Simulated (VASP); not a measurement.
## Zn2SiN3: single point with PBE

Crystal: Zn2SiN3.

```xyz
6
Lattice="3.5098 -6.3414 0.0000 3.5098 6.3414 0.0000 0.0000 0.0000 3.2854" Properties=species:S:1:pos:R:3 pbc="T T T"
Zn    3.5098    3.1430    1.6427
Zn    3.5098   -3.1430    1.6427
Si    0.0000    0.0000    0.0000
N     1.7549    3.1707    1.6427
N     1.7549   -3.1707    1.6427
N     0.0000    0.0000    1.6427
```

```yaml
Program: VASP 6.6.1
Task: single point
Functional: PBE
Potentials_or_basis: VASP PAW PBE potentials, release 64 (Zn, Si, N)
Cutoff: 520 eV
k_mesh: 4 × 4 × 6
Occupations: gaussian, width 0.1 eV
Spin: no spin polarisation
```

```yaml
Pressure: 0.5 GPa
Largest_force: 0.011 eV/Å
```

Forces on the atoms (eV/Å):
```
Zn   0.000  0.011  0.000
Zn   0.000 -0.011  0.000
Si   0.000  0.000  0.000
N    0.000  0.000  0.000
N    0.000  0.000  0.000
N    0.000  0.000  0.000
```

Stress tensor (GPa, compression positive):
```
1.18 0.00 0.00
0.00 0.17 0.00
0.00 0.00 0.08
```

Levels at points of the mesh, in eV from the Fermi level:
```tsv
k point	band 17	band 18	band 19	band 20	band 21	band 22	band 23	band 24	band 25	band 26
(0.00, 0.00, 0.00)	-3.68	-2.80	-1.45	-1.43	-0.24	0.03	0.91	2.16	3.32	4.53
(0.50, 0.00, 0.00)	-3.94	-3.47	-1.69	-0.81	-0.58	0.31	0.32	3.45	4.14	4.30
(0.50, 0.50, 0.00)	-4.28	-2.80	-2.30	-0.70	-0.24	-0.07	0.91	2.15	4.07	4.40
(0.00, 0.00, 0.50)	-2.68	-2.55	-2.54	-0.96	-0.54	0.21	0.35	0.72	2.32	3.40
(0.50, 0.00, 0.50)	-2.83	-2.50	-1.90	-1.79	-0.53	-0.38	0.56	0.80	2.22	4.62
(0.50, 0.50, 0.50)	-2.93	-2.77	-2.57	-1.24	-0.60	0.30	0.75	0.85	1.84	3.13
```

Run time: 80 s on 1 thread of Intel(R) Xeon(R) 6975P-C (Granite Rapids), on a shared host, peak memory 0.3 GiB.
